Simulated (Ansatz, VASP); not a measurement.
# Two plane-wave programs on Si4GePt

```
Si Ge Pt
1.0
     0.00000    3.51557    3.51557
     3.51557    0.00000    3.51557
     3.51557    3.51557    0.00000
Si Ge Pt
4 1 1
Direct
  0.87302 0.37566 0.37566
  0.37566 0.37566 0.37566
  0.37566 0.87302 0.37566
  0.37566 0.37566 0.87302
  0.00000 0.00000 0.00000
  0.75000 0.75000 0.75000
```

Change from the starting cell: species swapped into the ErCu4Au type (F-43m, No. 216).

Alike in both runs: task relaxation of cell and atoms; functional PBE; k mesh 4 × 4 × 4; occupations gaussian, width 0.1 eV; no spin polarisation.

```csv
,VASP,Ansatz
version,VASP 6.6.1,Ansatz 0.2.0
potentials or method,"VASP PAW PBE potentials, release 64 (Si, Ge_d, Pt), cutoff 600 eV","scalar-relativistic, plane waves, PAW"
valence electrons in the cell,40,48
```

Ansatz gave:

* gap on the k mesh at the Fermi level, each at its own relaxed structure (eV): none
* relaxed volume (Å³/atom): 15.96
* relaxed cell length with the largest relative difference (Å): 5.135

Q: Which values does VASP return?

A: gap on the k mesh at the Fermi level, each at its own relaxed structure (eV): none; relaxed volume (Å³/atom): 15.98; relaxed cell length with the largest relative difference (Å): 5.137.

A gap of «none» marks a metal or a gap that the smearing closes. VASP's potentials hold 40 valence electrons a cell and Ansatz's 48, so a difference there can come from the potentials and not from the codes.

The k mesh is coarse, so the values compare programs but aren't converged. Spin-orbit coupling is off throughout.
